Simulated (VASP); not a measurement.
The system is Os3C2.

```xyz
5
Lattice="4.1321 0.0000 0.0000 0.0000 4.1321 0.0000 0.0000 0.0000 4.1321" Properties=species:S:1:pos:R:3 pbc="T T T"
Os    2.0661    0.0000    0.0000
Os    0.0000    2.0661    0.0000
Os    0.0000    0.0000    2.0661
C     2.0661    2.0661    2.0661
C     0.0000    0.0000    0.0000
```

The cell was built from a structure type or drawn by symmetry, and may not be a known phase.

| Item | Value |
| --- | --- |
| Program | VASP 6.6.1 |
| Task | relaxation of cell and atoms |
| Functional | PBE |
| Potentials or basis | VASP PAW PBE potentials, release 64 (Os, C) |
| Cutoff | 600 eV |
| k mesh | 4 × 4 × 4 |
| Occupations | gaussian, width 0.1 eV |
| Spin | no spin polarisation |

At the start: pressure -20.5 GPa; volume 14.11 Å³/atom.

Question: How do energy, volume and symmetry change on relaxing?

Answer: Over 4 steps the energy falls by 83.3 meV/atom and the volume is 12.93 Å³/atom (-8.3 %); space group Pm-3m (No. 221, to 0.1 Å) before and after.

Step by step:
```
step  energy change (eV)  largest force (eV/Å)  pressure (GPa)  volume (Å³)
   1              0.0000                0.0000          -20.52        70.55
   2              1.8950                0.0000           80.36        53.66
   3             -0.4148                0.0000           -1.62        64.95
   4             -0.4166                0.0000           -0.38        64.66
```

Final structure:
```cif
data_structure
_symmetry_space_group_name_H-M 'P 1'
_symmetry_Int_Tables_number 1
_cell_length_a 4.0138
_cell_length_b 4.0138
_cell_length_c 4.0138
_cell_angle_alpha 90.000
_cell_angle_beta 90.000
_cell_angle_gamma 90.000
_cell_volume 64.66
loop_
_atom_site_label
_atom_site_type_symbol
_atom_site_fract_x
_atom_site_fract_y
_atom_site_fract_z
_atom_site_occupancy
Os1 Os 0.50000 0.00000 0.00000 1
Os2 Os 0.00000 0.50000 0.00000 1
Os3 Os 0.00000 0.00000 0.50000 1
C1 C 0.50000 0.50000 0.50000 1
C2 C 0.00000 0.00000 0.00000 1
```

Caveat: the k points lie up to 0.39 Å⁻¹ apart in the final cell, too coarse for converged energies and pressures of a metal.
